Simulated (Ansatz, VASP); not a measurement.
# PtS2: VASP beside Ansatz

```xyz
3
Lattice="3.5479 0.0000 0.0000 -1.7739 3.0725 0.0000 0.0000 0.0000 5.6045" Properties=species:S:1:pos:R:3 pbc="T T T"
Pt    0.0000    0.0000    0.0000
S     0.0000    2.0484    1.2335
S     1.7739    1.0242    4.3710
```

Alike in both runs: functional r2SCAN; k mesh 9 × 9 × 6; occupations fermi-dirac, width 0.05 eV; no spin polarisation.

Ansatz relaxed the structure, and its values are those at the end. VASP's run is a single point on that final structure, the one shown.

|  | VASP | Ansatz |
| --- | --- | --- |
| version | VASP 6.6.1 | Ansatz 0.2.0 |
| potentials or method | VASP PAW PBE potentials, release 64 (Pt, S), cutoff 520 eV | plane waves, PAW |
| valence electrons in the cell | 22 | 30 |

|  | VASP | Ansatz | Ansatz less VASP |
| --- | --- | --- | --- |
| pressure (GPa) | 0.0 | 0.0 | +0.07 |

VASP's potentials were made for PBE, not for r2SCAN. VASP's potentials hold 22 valence electrons a cell and Ansatz's 30, so a difference there can come from the potentials and not from the codes.

Neither program's run includes spin-orbit coupling.
